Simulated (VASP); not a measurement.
# P in VASP: further runs

The runs below take P through single point, with PBEsol.

All numbers are computed with VASP 6.6.1; they aren't measurements. Logs are shortened: lines on timing, memory, paths and dates and some standing lists are left out, and cuts for length are marked.

## 1. The cell of the first run

The cell holds a slab with vacuum, 4 atoms: a = 3.333 Å, b = 35.380 Å, c = 4.493 Å, α = 90.00°, β = 90.00°, γ = 90.00°.

## 2. Single point, PBEsol (strain +0.015 along x and y, -0.030 along z)

File INCAR:

```
  ALGO = Normal
  EDIFF = 1E-6
  ENCUT = 520
  GGA = PS
  ISIF = 2
  ISMEAR = 0
  LASPH = True
  LCHARG = False
  LREAL = False
  LWAVE = False
  NBANDS = 18
  NELM = 100
  PREC = Accurate
  SIGMA = 0.05
```

File KPOINTS:

```
k-points
0
Gamma
  8 1 6
```

File POSCAR:

```
P
1.0
    3.3329836358      0.0000000000      0.0000000000
    0.0000000000     35.3798864548      0.0000000000
    0.0000000000      0.0000000000      4.4931221687
P
4
Direct
    0.0000000000      0.9702614300      0.5921507200
    0.0000000000      0.0297385700      0.4078492800
    0.5000000000      0.0297385700      0.0921507200
    0.5000000000      0.9702614300      0.9078492800
```

Potentials or basis: VASP PAW PBE potentials, release 64 (P).

Started as:

```bash
cat potpaw_PBE.64/P/POTCAR > POTCAR
mpirun -np 1 vasp_std > vasp.out
```

OUTCAR:

```text
EDIFF = 1E-6
   ENCUT = 520
   GGA = PS
   ISIF = 2
   ISMEAR = 0
   LASPH = True
   LREAL = False
   NELM = 100
   PREC = Accurate

 ion  position               nearest neighbor table
   1  0.000  0.970  0.592-   4 2.19   4 2.19   2 2.26
   2  0.000  0.030  0.408-   3 2.19   3 2.19   1 2.26
   3  0.500  0.030  0.092-   2 2.19   2 2.19   4 2.26
   4  0.500  0.970  0.908-   1 2.19   1 2.19   3 2.26

  LATTYP: Found a simple orthorhombic cell.
 ALAT       =     3.3329836358
 B/A-ratio  =     1.3480780765
 C/A-ratio  =    10.6150795566

  Lattice vectors:

 A1 = (  -3.3329836358,   0.0000000000,   0.0000000000)
 A2 = (   0.0000000000,   0.0000000000,   4.4931221687)
 A3 = (   0.0000000000,  35.3798864548,   0.0000000000)

Analysis of symmetry for initial positions (statically):
=====================================================================
 Subroutine PRICEL returns:
 Original cell was already a primitive cell.

 Routine SETGRP: Setting up the symmetry group for a
 simple orthorhombic supercell.

 Subroutine GETGRP returns: Found  8 space group operations
 (whereof  4 operations were pure point group operations)
 out of a pool of  8 trial point group operations.

The static configuration has the point symmetry C_2h.
 The point group associated with its full space group is D_2h.

Analysis of symmetry for dynamics (positions and initial velocities):
=====================================================================
 Subroutine PRICEL returns:
 Original cell was already a primitive cell.

 Routine SETGRP: Setting up the symmetry group for a
 simple orthorhombic supercell.

 Subroutine GETGRP returns: Found  8 space group operations
 (whereof  4 operations were pure point group operations)
 out of a pool of  8 trial point group operations.

The dynamic configuration has the point symmetry C_2h.
 The point group associated with its full space group is D_2h.

 Subroutine INISYM returns: Found  8 space group operations
 (whereof  4 operations are pure point group operations),
 and found     1 'primitive' translations

----------------------------------------------------------------------------------------

                                     Primitive cell

  volume of cell :     529.8316

  direct lattice vectors                    reciprocal lattice vectors
     3.332983636  0.000000000  0.000000000     0.300031476  0.000000000  0.000000000
     0.000000000 35.379886455  0.000000000     0.000000000  0.028264647  0.000000000
     0.000000000  0.000000000  4.493122169     0.000000000  0.000000000  0.222562388

  length of vectors
     3.332983636 35.379886455  4.493122169     0.300031476  0.028264647  0.222562388

  position of ions in fractional coordinates (direct lattice)
     0.000000000  0.970261430  0.592150720
     0.000000000  0.029738570  0.407849280
     0.500000000  0.029738570  0.092150720
     0.500000000  0.970261430  0.907849280

  ion indices of the primitive-cell ions
   primitive index   ion index
                 1           1
                 2           2
                 3           3
                 4           4

----------------------------------------------------------------------------------------

 KPOINTS: k-points

Automatic generation of k-mesh.
 Grid dimensions read from file:
 generate k-points for:    8    1    6

 Generating k-lattice:

  Cartesian coordinates                     Fractional coordinates (reciprocal lattice)
     0.037503935  0.000000000  0.000000000     0.125000000  0.000000000  0.000000000
     0.000000000  0.028264647  0.000000000     0.000000000  1.000000000  0.000000000
     0.000000000  0.000000000  0.037093731     0.000000000  0.000000000  0.166666667

  Length of vectors
     0.037503935  0.028264647  0.037093731

  Shift w.r.t. Gamma in fractional coordinates (k-lattice)
     0.000000000  0.000000000  0.000000000

 Subroutine IBZKPT returns following result:
 ===========================================

 Found     20 irreducible k-points:

 Following reciprocal coordinates:
            Coordinates               Weight
  0.000000  0.000000  0.000000      1.000000
  0.125000  0.000000  0.000000      2.000000
  0.250000  0.000000  0.000000      2.000000
  0.375000  0.000000  0.000000      2.000000
  0.500000  0.000000  0.000000      1.000000
  0.000000  0.000000  0.166667      2.000000
[... 12 lines left out ...]
  0.375000  0.000000  0.500000      2.000000
  0.500000  0.000000  0.500000      1.000000
   k-points           NKPTS =     20   k-points in BZ     NKDIM =     20   number of bands    NBANDS=     18
   number of dos      NEDOS =    301   number of ions     NIONS =      4
   total plane-waves  NPLWV = 272160
   dimension x,y,z NGX =    28 NGY =  270 NGZ =   36
   dimension x,y,z NGXF=    56 NGYF=  540 NGZF=   72
   ions per type =               4
   NGX,Y,Z   is equivalent  to a cutoff of  13.97, 12.69, 13.32 a.u.
   NGXF,Y,Z  is equivalent  to a cutoff of  27.93, 25.37, 26.64 a.u.
 SYSTEM =  unknown system
   PREC   = accura    normal or accurate (medium, high low for compatibility)
   ISTART =      0    job   : 0-new  1-cont  2-samecut
   ICHARG =      2    charge: 1-file 2-atom 10-const
   ISPIN  =      1    spin polarized calculation?
   LNONCOLLINEAR =      F non collinear calculations
   LSORBIT =      F    spin-orbit coupling
   LASPH  =      T    aspherical Exc in radial PAW
   ENCUT  =  520.0 eV  38.22 Ry    6.18 a.u.   6.20 65.78  8.35*2*pi/ulx,y,z
   NELM   =    100;   NELMIN=  2; NELMDL= -5     # of ELM steps
   EDIFF  = 0.1E-05   stopping-criterion for ELM
   LREAL  =      F    real-space projection
[... 7 lines left out ...]
   TEBEG  =    0.0;   TEEND  =   0.0 temperature during run
   PSTRESS=    0.0 pullay stress
   NELECT =      20.0000    total number of electrons
   NUPDOWN=      -1.0000    fix difference up-down
   EMIN   =  10.00;   EMAX   =-10.00  energy-range for DOS
   EFERMI =   0.00;   METHOD = LEGACY
   ISMEAR =     0;   SIGMA  =   0.05  broadening in eV -4-tet -1-fermi 0-gaus
   EFERMI_NEDOS =   21; number of points for ismear=-14 and -15
   IALGO  =     38    algorithm
   IMIX   =      4    mixing-type and parameters
     AMIX     =   0.40;   BMIX     =  1.00
     AMIX_MAG =   1.60;   BMIX_MAG =  1.00
  volume/ion in A,a.u.               =     132.46       893.87
  Fermi-wavevector in a.u.,A,eV,Ry     =   0.549168  1.037778  4.103326  0.301586
  Thomas-Fermi vector in A             =   1.580180
   LORBIT       =      0    0 simple, 1 ext, 2 COOP (PROOUT), +10 PAW based schemes
   GGA     = PS    functional components
   LHFCALC =     F    Hartree Fock is set to
   AEXX    =    0.0000 exact exchange contribution
   IVDW    =     0    specifies the selected vdW correction
   LEPSILON=     F    determine dielectric tensor
   LRPA    =     F    only Hartree local field effects (RPA)
 non-spin polarized calculation
 Gauss-broadening in eV      SIGMA  =   0.05
  energy-cutoff  :      520.00
  volume of cell :      529.83
 maximum number of plane-waves:     14348
 NGX is ok and might be reduce to    28
   NGX = 13   NGY =131   NGZ = 17

 number of electron      20.0000003 magnetization

 Free energy of the ion-electron system (eV)
  ---------------------------------------------------
  ext. energy  EPLUGINS =         0.00000000
  ---------------------------------------------------
  free energy    TOTEN  =       -22.78542085 eV

  energy without entropy =      -22.78542085  energy(sigma->0) =      -22.78542085

 E-fermi :  -3.1044     XC(G=0):  -1.7653

 val. band max:       -3.3146531404   @ k =   0.0000   0.0000   0.0000
 cond. band min:      -2.6497103386   @ k =   0.0000   0.0000   0.0000
 fundamental gap:      0.6649428018
 Fermi energy:        -3.1044037827

 k-point     1 :       0.0000    0.0000    0.0000
  band No.  band energies     occupation
      1     -18.5997      2.00000
      2     -16.1309      2.00000
      3     -12.3744      2.00000
      4      -9.2340      2.00000
      5      -7.9539      2.00000
      6      -7.8911      2.00000
[... 10 lines left out ...]
     17       1.5943      0.00000
     18       1.7395      0.00000

 k-point     2 :       0.1250    0.0000    0.0000
  band No.  band energies     occupation
      1     -18.4158      2.00000
      2     -15.9403      2.00000
      3     -12.5086      2.00000
      4      -9.0932      2.00000
      5      -8.2361      2.00000
      6      -8.0801      2.00000
[... 10 lines left out ...]
     17       1.8038      0.00000
     18       1.8053      0.00000

 k-point     3 :       0.2500    0.0000    0.0000
  band No.  band energies     occupation
      1     -17.8692      2.00000
      2     -15.3710      2.00000
      3     -13.1581      2.00000
      4      -9.7221      2.00000
      5      -8.9271      2.00000
      6      -8.7103      2.00000
[... 10 lines left out ...]
     17       2.0012      0.00000
     18       2.1364      0.00000

 k-point     4 :       0.3750    0.0000    0.0000
  band No.  band energies     occupation
      1     -16.9782      2.00000
      2     -14.4311      2.00000
      3     -14.4099      2.00000
      4     -11.5303      2.00000
      5      -8.8555      2.00000
      6      -8.2886      2.00000
[... 291 lines left out ...]
      4     -11.8708      2.00000
      5      -9.1258      2.00000
      6      -9.1258      2.00000
[... 10 lines left out ...]
     17       2.7952      0.00000
     18       2.7952      0.00000

 k-point    19 :       0.3750    0.0000    0.5000
  band No.  band energies     occupation
      1     -15.9657      2.00000
      2     -15.9657      2.00000
      3     -12.7577      2.00000
      4     -12.7577      2.00000
      5      -9.2134      2.00000
      6      -9.2134      2.00000
[... 10 lines left out ...]
     17       3.4378      0.00000
     18       3.4378      0.00000

 k-point    20 :       0.5000    0.0000    0.5000
  band No.  band energies     occupation
      1     -15.3743      2.00000
      2     -15.3743      2.00000
      3     -13.5221      2.00000
      4     -13.5221      2.00000
      5      -8.5167      2.00000
      6      -8.5167      2.00000
[... 10 lines left out ...]
     17       2.9446      0.00000
     18       2.9446      0.00000

------------------------ aborting loop because EDIFF is reached ----------------------------------------

  FORCE on cell =-STRESS in cart. coord.  units (eV):
  Direction    XX          YY          ZZ          XY          YZ          ZX
  --------------------------------------------------------------------------------------
  -------------------------------------------------------------------------------------
  Total       -0.9950006     -0.6019590      1.0867257      0.0000000      0.0000000      0.0000000
  in kB       -3.0088192     -1.8202861      3.2861899      0.0000000      0.0000000      0.0000000
  external PRESSURE =      -0.5143051 kB  Pullay stress =       0.0000000 kB

 VOLUME and BASIS-vectors are now :
 -----------------------------------------------------------------------------
  energy-cutoff  :      520.00
  volume of cell :      529.83
      direct lattice vectors                 reciprocal lattice vectors
     3.332983636  0.000000000  0.000000000     0.300031476  0.000000000  0.000000000
     0.000000000 35.379886455  0.000000000     0.000000000  0.028264647  0.000000000
     0.000000000  0.000000000  4.493122169     0.000000000  0.000000000  0.222562388

 POSITION                                       TOTAL-FORCE (eV/Angst)
 -----------------------------------------------------------------------------------
      0.00000     34.32774      2.66061         0.000000      0.139647     -0.672801
      0.00000      1.05215      1.83252         0.000000     -0.139647      0.672801
      1.66649      1.05215      0.41404         0.000000     -0.139647     -0.672801
      1.66649     34.32774      4.07908         0.000000      0.139647      0.672801
 -----------------------------------------------------------------------------------
    total drift:                               -0.000000      0.000000     -0.000000

  FREE ENERGIE OF THE ION-ELECTRON SYSTEM (eV)
  ---------------------------------------------------
  free  energy   TOTEN  =       -22.7854208538 eV

  energy  without entropy=      -22.7854208538  energy(sigma->0) =      -22.78542085
```

Wall time 2.2 min (1 thread of Intel Xeon 6975P-C (Granite Rapids), shared host); peak memory 0.63 GiB.

Results:

| Quantity | Value |
| --- | --- |
| Free energy | -22.7854 eV |
| Largest force | 0.687 eV/Å |
| Band gap on the k mesh | 0.67 eV |

Forces on the atoms (eV/Å):
```
P    0.000  0.140 -0.673
P    0.000 -0.140  0.673
P    0.000 -0.140 -0.673
P    0.000  0.140  0.673
```

Caveat: the cell differs from its parent crystal (strain +0.015 along x and y, -0.030 along z); the PAW data sets were made with another functional, which shifts forces and pressure a little.

(Continued in part 2 of 2.)
